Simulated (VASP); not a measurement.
# Li3H2 (I4/mmm) in VASP: a series of runs, part 2 of 3

VASP 6.6.1.

## Step 3: Single point, PBE

This run uses another cell than the first one, of 10.04 Å³/atom.

The input, INCAR:

```
PREC = Accurate
ENCUT = 520
EDIFF = 1E-6
ISMEAR = 0
SIGMA = 0.1
LREAL = False
LASPH = True
NELM = 100
ALGO = Normal
ISIF = 2
LWAVE = False
LCHARG = True
GGA = PE
LELF = True
LVHAR = True
NBANDS = 14
```

The input, KPOINTS:

```
Automatic mesh
0
Gamma
  8 8 8
```

The input, POSCAR:

```
Li3H2
1.0
   -1.4236738620      1.4236738620      6.1899147019
    1.4236738620     -1.4236738620      6.1899147019
    1.4236738620      1.4236738620     -6.1899147019
Li H
3 2
Direct
    0.3301995926      0.3301995926      0.0000000000
    0.6698004074      0.6698004074      0.0000000000
    0.0000000000      0.0000000000      0.0000000000
    0.1650347067      0.1650347067      0.0000000000
    0.8349652933      0.8349652933      0.0000000000
```

Potentials or basis: VASP PAW PBE potentials, release 64 (Li_sv, H).

The run is started by

```sh
cat potpaw_PBE.64/Li_sv/POTCAR potpaw_PBE.64/H/POTCAR > POTCAR
mpirun -np 1 vasp_std > vasp.out
```

OUTCAR:

```text
PREC = Accurate
   ENCUT = 520
   EDIFF = 1E-6
   ISMEAR = 0
   LREAL = False
   LASPH = True
   NELM = 100
   ISIF = 2
   GGA = PE

 ion  position               nearest neighbor table
   1  0.330  0.330  0.000-
   2  0.670  0.670  0.000-
   3  0.000  0.000  0.000-
   4  0.165  0.165  0.000-
   5  0.835  0.835  0.000-

  LATTYP: Found a body centered tetragonal cell.
 ALAT       =     2.8473477240
 C/A-ratio  =     4.3478459970

  Lattice vectors:

 A1 = (  -1.4236738620,   1.4236738620,   6.1899147019)
 A2 = (   1.4236738620,  -1.4236738620,   6.1899147019)
 A3 = (   1.4236738620,   1.4236738620,  -6.1899147019)

Analysis of symmetry for initial positions (statically):
=====================================================================
 Subroutine PRICEL returns:
 Original cell was already a primitive cell.

 Routine SETGRP: Setting up the symmetry group for a
 body centered tetragonal supercell.

 Subroutine GETGRP returns: Found 16 space group operations
 (whereof 16 operations were pure point group operations)
 out of a pool of 16 trial point group operations.

The static configuration has the point symmetry D_4h.

Analysis of symmetry for dynamics (positions and initial velocities):
=====================================================================
 Subroutine PRICEL returns:
 Original cell was already a primitive cell.

 Routine SETGRP: Setting up the symmetry group for a
 body centered tetragonal supercell.

 Subroutine GETGRP returns: Found 16 space group operations
 (whereof 16 operations were pure point group operations)
 out of a pool of 16 trial point group operations.

The dynamic configuration has the point symmetry D_4h.

 Subroutine INISYM returns: Found 16 space group operations
 (whereof 16 operations are pure point group operations),
 and found     1 'primitive' translations

----------------------------------------------------------------------------------------

                                     Primitive cell

  volume of cell :      50.1840

  direct lattice vectors                    reciprocal lattice vectors
    -1.423673862  1.423673862  6.189914702     0.000000000  0.351204032  0.080776557
     1.423673862 -1.423673862  6.189914702     0.351204032  0.000000000  0.080776557
     1.423673862  1.423673862 -6.189914702     0.351204032  0.351204032  0.000000000

  length of vectors
     6.509127326  6.509127326  6.509127326     0.360373590  0.360373590  0.496677505

  position of ions in fractional coordinates (direct lattice)
     0.330199593  0.330199593  0.000000000
     0.669800407  0.669800407  0.000000000
     0.000000000  0.000000000  0.000000000
     0.165034707  0.165034707  0.000000000
     0.834965293  0.834965293  0.000000000

  ion indices of the primitive-cell ions
   primitive index   ion index
                 1           1
                 2           2
                 3           3
                 4           4
                 5           5

[... 54 lines left out ...]
   number of dos      NEDOS =    301   number of ions     NIONS =      5
   total plane-waves  NPLWV = 110592
   dimension x,y,z NGX =    48 NGY =   48 NGZ =   48
   dimension x,y,z NGXF=    96 NGYF=   96 NGZF=   96
   ions per type =               3   2
   NGX,Y,Z   is equivalent  to a cutoff of  12.26, 12.26, 12.26 a.u.
   NGXF,Y,Z  is equivalent  to a cutoff of  24.52, 24.52, 24.52 a.u.
 SYSTEM =  unknown system
   PREC   = accura    normal or accurate (medium, high low for compatibility)
   ISTART =      0    job   : 0-new  1-cont  2-samecut
   ICHARG =      2    charge: 1-file 2-atom 10-const
   ISPIN  =      1    spin polarized calculation?
   LNONCOLLINEAR =      F non collinear calculations
   LSORBIT =      F    spin-orbit coupling
   LASPH  =      T    aspherical Exc in radial PAW
   ENCUT  =  520.0 eV  38.22 Ry    6.18 a.u.  12.10 12.10 12.10*2*pi/ulx,y,z
   NELM   =    100;   NELMIN=  2; NELMDL= -5     # of ELM steps
   EDIFF  = 0.1E-05   stopping-criterion for ELM
   LREAL  =      F    real-space projection
   EDIFFG = 0.1E-04   stopping-criterion for IOM
   NSW    =      0    number of steps for IOM
   IBRION =     -1    ionic relax: 0-MD 1-quasi-New 2-CG
   NFREE  =      0    steps in history (QN), initial steepest desc. (CG)
   ISIF   =      2    stress and relaxation
   ISYM   =      2    0-nonsym 1-usesym 2-fastsym
   POTIM  = 0.5000    time-step for ionic-motion
   TEBEG  =    0.0;   TEEND  =   0.0 temperature during run
   PSTRESS=    0.0 pullay stress
   NELECT =      11.0000    total number of electrons
   NUPDOWN=      -1.0000    fix difference up-down
   EMIN   =  10.00;   EMAX   =-10.00  energy-range for DOS
   EFERMI =   0.00;   METHOD = LEGACY
   ISMEAR =     0;   SIGMA  =   0.10  broadening in eV -4-tet -1-fermi 0-gaus
   EFERMI_NEDOS =   21; number of points for ismear=-14 and -15
   IALGO  =     38    algorithm
   IMIX   =      4    mixing-type and parameters
     AMIX     =   0.40;   BMIX     =  1.00
     AMIX_MAG =   1.60;   BMIX_MAG =  1.00
  volume/ion in A,a.u.               =      10.04        67.73
  Fermi-wavevector in a.u.,A,eV,Ry     =   0.987076  1.865303 13.256410  0.974319
  Thomas-Fermi vector in A             =   2.118503
   LORBIT       =      0    0 simple, 1 ext, 2 COOP (PROOUT), +10 PAW based schemes
   GGA     = PE    functional components
   LHFCALC =     F    Hartree Fock is set to
   AEXX    =    0.0000 exact exchange contribution
   IVDW    =     0    specifies the selected vdW correction
   LEPSILON=     F    determine dielectric tensor
   LRPA    =     F    only Hartree local field effects (RPA)
 non-spin polarized calculation
 Gauss-broadening in eV      SIGMA  =   0.10
  energy-cutoff  :      520.00
  volume of cell :       50.18
 maximum number of plane-waves:      1370
   NGX = 25   NGY = 25   NGZ = 25

 number of electron      11.0000000 magnetization

 Free energy of the ion-electron system (eV)
  ---------------------------------------------------
  ext. energy  EPLUGINS =         0.00000000
  ---------------------------------------------------
  free energy    TOTEN  =       -13.72558758 eV

  energy without entropy =      -13.71984718  energy(sigma->0) =      -13.72271738

 E-fermi :   1.7054     XC(G=0):  -8.1247

 val. band max:        1.6333914895   @ k =  -0.3750   0.3750   0.2500
 cond. band min:       1.7156948094   @ k =   0.1250   0.1250   0.1250
 fundamental gap:      0.0823033199
 Fermi energy:         1.7054125336

 k-point     1 :       0.0000    0.0000    0.0000
  band No.  band energies     occupation
      1     -44.5845      2.00000
      2     -44.5458      2.00000
      3     -44.5448      2.00000
      4      -5.1372      2.00000
      5      -3.0466      2.00000
      6       0.0302      2.00000
      7       7.0723      0.00000
      8       8.5862      0.00000
      9      11.4129      0.00000
     10      11.4129      0.00000
     11      12.1546      0.00000
     12      12.1546      0.00000
     13      14.5435      0.00000
     14      14.8670      0.00000
[... 377 lines left out ...]
      1     -44.5393      2.00000
      2     -44.5393      2.00000
      3     -44.5321      2.00000
      4      -2.0309      2.00000
      5      -2.0273      2.00000
      6       2.1794      0.00000
      7       4.8418      0.00000
      8       5.8074      0.00000
      9       6.2189      0.00000
     10       8.4848      0.00000
     11       8.5150      0.00000
     12      10.7815      0.00000
     13      11.9147      0.00000
     14      12.0500      0.00000

 [... further k-points ...]

------------------------ aborting loop because EDIFF is reached ----------------------------------------

  FORCE on cell =-STRESS in cart. coord.  units (eV):
  Direction    XX          YY          ZZ          XY          YZ          ZX
  --------------------------------------------------------------------------------------
  -------------------------------------------------------------------------------------
  Total       -0.0180484     -0.0180484     -0.0485203      0.0000000     -0.0000000      0.0000000
  in kB       -0.5762137     -0.5762137     -1.5490602      0.0000000     -0.0000000      0.0000000
  external PRESSURE =      -0.9004959 kB  Pullay stress =       0.0000000 kB

 VOLUME and BASIS-vectors are now :
 -----------------------------------------------------------------------------
  energy-cutoff  :      520.00
  volume of cell :       50.18
      direct lattice vectors                 reciprocal lattice vectors
    -1.423673862  1.423673862  6.189914702     0.000000000  0.351204032  0.080776557
     1.423673862 -1.423673862  6.189914702     0.351204032  0.000000000  0.080776557
     1.423673862  1.423673862 -6.189914702     0.351204032  0.351204032  0.000000000

 POSITION                                       TOTAL-FORCE (eV/Angst)
 -----------------------------------------------------------------------------------
      0.00000      0.00000      4.08781        -0.000000     -0.000000      0.001814
      0.00000      0.00000      8.29201        -0.000000     -0.000000     -0.001814
      0.00000      0.00000      0.00000         0.000000      0.000000     -0.000000
      0.00000      0.00000      2.04310         0.000000      0.000000      0.001740
      0.00000      0.00000     10.33673        -0.000000     -0.000000     -0.001740
 -----------------------------------------------------------------------------------
    total drift:                               -0.000000     -0.000000      0.000000

  FREE ENERGIE OF THE ION-ELECTRON SYSTEM (eV)
  ---------------------------------------------------
  free  energy   TOTEN  =       -13.7255875756 eV

  energy  without entropy=      -13.7198471753  energy(sigma->0) =      -13.72271738
```

OSZICAR:

```text
N       E                     dE             d eps       ncg     rms          rms(c)
DAV:   1     0.336018163319E+02    0.33602E+02   -0.41630E+03  1652   0.732E+02
DAV:   2    -0.756512411686E+01   -0.41167E+02   -0.39862E+02  2048   0.177E+02
DAV:   3    -0.142541553024E+02   -0.66890E+01   -0.66262E+01  3226   0.413E+01
DAV:   4    -0.143196770346E+02   -0.65522E-01   -0.65507E-01  2004   0.672E+00
DAV:   5    -0.143203745998E+02   -0.69757E-03   -0.69755E-03  2670   0.605E-01    0.396E+00
DAV:   6    -0.138520689029E+02    0.46831E+00   -0.33115E-01  2144   0.201E+00    0.189E+00
DAV:   7    -0.137208757294E+02    0.13119E+00   -0.40960E-01  2266   0.236E+00    0.338E-01
DAV:   8    -0.137267516797E+02   -0.58760E-02   -0.39715E-02  2092   0.960E-01    0.170E-01
DAV:   9    -0.137255699150E+02    0.11818E-02   -0.56676E-03  2218   0.290E-01    0.770E-02
DAV:  10    -0.137255908762E+02   -0.20961E-04   -0.38350E-04  2266   0.112E-01    0.233E-02
DAV:  11    -0.137255871770E+02    0.36992E-05   -0.31171E-05  2372   0.325E-02    0.305E-03
DAV:  12    -0.137255875756E+02   -0.39867E-06   -0.21901E-06  2158   0.128E-02
   1 F= -.13725588E+02 E0= -.13722717E+02  d E =-.574040E-02
```

stdout:

```text
POSCAR found type information on POSCAR LiH
 POSCAR found :  2 types and       5 ions
 scaLAPACK will be used
 LDA part: xc-table for (Slater+PW92), standard interpolation
 POSCAR, INCAR and KPOINTS ok, starting setup
 FFT: planning ... GRIDC
 FFT: planning ... GRID_SOFT
 FFT: planning ... GRID
 WAVECAR not read
 entering main loop
```

Run time: 1.8 min. Hardware: 1 thread of Intel Xeon Platinum 8488C (Sapphire Rapids), shared host; peak memory 0.3 GiB.

Results:

| Item | Value |
| --- | --- |
| Free energy | -13.7256 eV |
| Band gap on the k mesh | zero (an odd number of electrons rules out a gap without spin polarisation) |

Caveat: the cutoff is under 1.25 times the usual one of these potentials, so pressure, stress and relaxed cells hold a basis-set (Pulay) error.

## Step 4: Relaxation of cell and atoms, PBE

The input, INCAR:

```
SYSTEM = Li3H2
PREC = Accurate ; ENCUT = 600
EDIFF = 1E-7 ; ISMEAR = 0
SIGMA = 0.1 ; LREAL = .FALSE.
LASPH = .TRUE. ; NELM = 60
ALGO = Normal ; ISIF = 3
LWAVE = .FALSE. ; LCHARG = .FALSE.
GGA = PE ; IBRION = 2
NSW = 90 ; EDIFFG = -0.04
```

The input, KPOINTS:

```
regular mesh
0
G
  8 8 8
  0 0 0
```

The input, POSCAR:

```
Li3H2
1.0
   -1.3883892300      1.3883892300      6.2354284800
    1.3883892300     -1.3883892300      6.2354284800
    1.3883892300      1.3883892300     -6.2354284800
Li H
3 2
Direct
    0.4000000100      0.4000000100      0.0000000000
    0.5999999900      0.5999999900      0.0000000000
    0.0000000000      0.0000000000      0.0000000000
    0.2000000000      0.2000000000      0.0000000000
    0.8000000000      0.8000000000      0.0000000000
```

The run is started by

```sh
cat potpaw_PBE.64/Li_sv/POTCAR potpaw_PBE.64/H/POTCAR > POTCAR
mpirun -np 1 vasp_std > vasp.out
```

Wall time 17 min (1 thread of Intel Xeon Platinum 8488C (Sapphire Rapids), shared host); peak memory 0.4 GiB.

The run converged. Its results:

* Free energy: -13.7222 eV
* Relaxed volume: 9.87 Å³/atom
* Relaxed cell: a = 6.439 Å, b = 6.439 Å, c = 6.439 Å, α = 154.52°, β = 154.52°, γ = 36.34°
* Space group after relaxing (to 0.1 Å): I4/mmm (No. 139)
* Energy gained by relaxing: 728.2 meV/atom
* Ionic steps: 11
* Pressure after relaxing: 0.4 GPa
* Largest force after relaxing: 0.007 eV/Å
* Band gap on the k mesh: zero (an odd number of electrons rules out a gap without spin polarisation)

Forces in eV/Å, atoms in the order of the input:
```
Li   0.000  0.000  0.007
Li   0.000  0.000 -0.007
Li   0.000  0.000  0.000
H    0.000  0.000 -0.004
H    0.000  0.000  0.004
```

Stress tensor (GPa, compression positive):
```
0.31 0.00 0.00
0.00 0.31 0.00
0.00 0.00 0.61
```

The path:
```tsv
step	energy change (eV)	largest force (eV/Å)	pressure (GPa)	volume (Å³)
1	0.0000	3.2534	6.94	48.08
2	-1.2239	2.4913	2.34	51.02
3	-3.1526	0.8541	-3.99	60.30
4	-3.2939	0.3833	-4.61	63.29
5	-3.2975	0.3239	-4.66	63.66
6	-3.4829	0.1735	-3.15	58.28
7	-3.5761	0.2192	-0.89	52.74
8	-3.5789	0.2906	-0.36	51.72
9	-3.6242	0.1428	-0.13	50.60
10	-3.6408	0.0193	0.34	49.46
11	-3.6409	0.0067	0.41	49.33
```

Final structure:
```xyz
5
Lattice="-1.4198 1.4198 6.1176 1.4198 -1.4198 6.1176 1.4198 1.4198 -6.1176" Properties=species:S:1:pos:R:3 pbc="T T T"
Li    0.0000    0.0000    4.0419
Li    0.0000    0.0000    8.1933
Li    0.0000    0.0000    0.0000
H     0.0000    0.0000    2.0203
H     0.0000    0.0000   10.2150
```

Levels at points of the mesh, in eV from the Fermi level:
```tsv
k point	band 3	band 4	band 5	band 6	band 7	band 8	band 9
(0.00, 0.00, 0.00)	-46.22	-6.91	-4.78	-1.67	5.53	7.08	9.72
(0.50, 0.00, 0.00)	-46.21	-4.70	-4.70	-0.47	3.04	4.41	4.59
(0.50, 0.50, 0.00)	-46.20	-2.26	-2.15	1.20	1.92	2.52	5.24
(0.50, 0.50, 0.50)	-46.21	-6.77	-5.32	0.86	1.01	9.08	9.08
```

Caveat: the cutoff is under 1.25 times the usual one of these potentials, so pressure, stress and relaxed cells hold a basis-set (Pulay) error.

[end of part 2 of 3]

The gap in the log of VASP goes by the Fermi energy; the results here count the filled bands.